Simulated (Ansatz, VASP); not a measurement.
## One calculation of TaAgC, two programs

The input INCAR:

```
SYSTEM = TaAgC
PREC = Accurate
ENCUT = 600
EDIFF = 1E-6
ISMEAR = 0
SIGMA = 0.1
LREAL = .False.
LASPH = .True.
NELM = 80
ALGO = Normal
ISIF = 3
LWAVE = .False.
LCHARG = .False.
GGA = PE
IBRION = 2
NSW = 100
EDIFFG = -0.01
```

The input KPOINTS:

```
Automatic mesh
0
Gamma
  16 16 8
  0 0 0
```

Contents of POSCAR:

```
TaAgC
1.0
    3.0149753712      0.0000000000      0.0000000000
    0.0000000000      3.0149753712      0.0000000000
    0.0000000000      0.0000000000      5.7467423686
Ta Ag C
1 1 1
Direct
    0.5000000000      0.5000000000      0.5000000000
    0.5000000000      0.5000000000      0.0000000000
    0.0000000000      0.0000000000      0.5000000000
```

Input for Ansatz:

```yaml
crystal:
  lattice:
    - [3.0149753712, 0.0, 0.0]
    - [0.0, 3.0149753712, 0.0]
    - [0.0, 0.0, 5.7467423686]
  atoms:
    - { symbol: Ta, position: [0.5, 0.5, 0.5] }
    - { symbol: Ag, position: [0.5, 0.5, 0.0] }
    - { symbol: C, position: [0.0, 0.0, 0.5] }
basis:
  ecutwfc: 420
kpoints:
  mp_grid: { grid: [16, 16, 8] }
hamiltonian:
  xc: pbe
scf:
  occupations: { method: gaussian, width: 0.1 }
output:
  forces: true
  stress: true
  eigenvalues: true
  write_density: true
  write_potential: true
  elf: true
  volumetric_format: npy
relax:
  adjacent_minimum: "off"
  f_tol: 0.01
  max_steps: 80
  cell: { stress_tol: 0.05 }
```

Alike in both runs: task relaxation of cell and atoms; functional PBE; k mesh 16 × 16 × 8; occupations gaussian, width 0.1 eV; no spin polarisation.

|  | VASP | Ansatz |
| --- | --- | --- |
| version | VASP 6.6.1 | Ansatz 0.2.0 |
| potentials or method | VASP PAW PBE potentials, release 64 (Ta_pv, Ag, C), cutoff 600 eV | scalar-relativistic, plane waves, PAW |
| valence electrons in the cell | 26 | 36 |

Ansatz gave:

* gap on the k mesh at the Fermi level, each at its own relaxed structure (eV): none
* relaxed volume (Å³/atom): 17.36
* relaxed cell length with the largest relative difference (Å): 3.023

Problem. Which values does VASP return?

Solution. gap on the k mesh at the Fermi level, each at its own relaxed structure (eV): none; relaxed volume (Å³/atom): 17.39; relaxed cell length with the largest relative difference (Å): 3.025.

A gap of «none» marks a metal or a gap that the smearing closes. VASP's potentials hold 26 valence electrons a cell and Ansatz's 36, so a difference there can come from the potentials and not from the codes.

Spin-orbit coupling is off throughout.
